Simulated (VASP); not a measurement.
Wanted: the native input for a VASP 6.6.1 run.

```yaml
Task: single point
Functional: revPBE
Potentials_or_basis: VASP PAW PBE potentials, release 64 (Ag)
Cutoff: 520 eV
k_mesh: 14 × 14 × 8
Occupations: fermi-dirac, width 0.1 eV
Spin: no spin polarisation
Dipole_correction: no
Further_INCAR_settings: ALGO = Normal; EDIFF = 1e-06; NBANDS = 18
```

The structure of Ag lies in POSCAR:

```
Ag
1.0
    2.8965423003      0.0000000000      0.0000000000
   -1.4482711501      2.5084792152      0.0000000000
    0.0000000000      0.0000000000      4.6855678808
Ag
2
Direct
    0.3333333333      0.6666666667      0.2500000000
    0.6666666667      0.3333333333      0.7500000000
```

This cell differs from its parent crystal: volume scaled by 0.92.

The input as run:

INCAR

```
SYSTEM = Ag
  ALGO = Normal
  EDIFF = 1E-6
  ENCUT = 520
  GGA = RE
  ISIF = 2
  ISMEAR = -1
  LASPH = .TRUE.
  LCHARG = .TRUE.
  LELF = .TRUE.
  LREAL = .FALSE.
  LVHAR = .TRUE.
  LWAVE = .FALSE.
  NBANDS = 18
  NELM = 80
  PREC = Accurate
  SIGMA = 0.1
```

KPOINTS

```
k-points
0
G
  14 14 8
  0 0 0
```

Potentials or basis: VASP PAW PBE potentials, release 64 (Ag).

Launch:

```bash
$ cat potpaw_PBE.64/Ag/POTCAR > POTCAR
$ mpirun -np 1 vasp_std > vasp.out
```

Results of the run:

```yaml
Pressure: 8.1 GPa
Band_gap_on_the_k_mesh: zero (band 11 reaches 12.22 eV, above the bottom of band 12 at 5.11 eV)
```

Caveat: the PAW data sets were made with another functional, which shifts forces and pressure a little.

It took 20 s on 1 thread of Intel(R) Xeon(R) 6975P-C (Granite Rapids), on a shared host, peak memory 0.19 GiB.
